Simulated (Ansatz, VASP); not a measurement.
## HgPd: VASP beside Ansatz

```
Hg Pd
1.0
     3.02995    0.00000    0.00000
     0.00000    3.02995    0.00000
     0.00000    0.00000    3.61816
Hg Pd
1 1
Direct
  0.00000 0.00000 0.00000
  0.50000 0.50000 0.50000
```

Change from the starting cell: zz strain of -2 %.

Alike in both runs: task single point; functional PBEsol; k mesh 11 × 11 × 9; occupations fermi-dirac, width 0.05 eV; no spin polarisation.

|  | VASP | Ansatz |
| --- | --- | --- |
| version | VASP 6.6.1 | Ansatz 0.2.0 |
| potentials or method | VASP PAW PBE potentials, release 64 (Hg, Pd), cutoff 520 eV | all-electron LAPW, scalar-relativistic |

VASP gave:

```
pressure (GPa)                                                : 4.3
traceless stress, the component that is largest in VASP (GPa) : 0.97
```

Task: Which values does Ansatz return?

Result: Pressure (GPa): 3.2; traceless stress, the component that is largest in VASP (GPa): 0.89.

VASP's potentials were made for PBE, not for PBEsol. Ansatz ran all-electron here, and VASP with PAW potentials.

Neither program's run includes spin-orbit coupling.
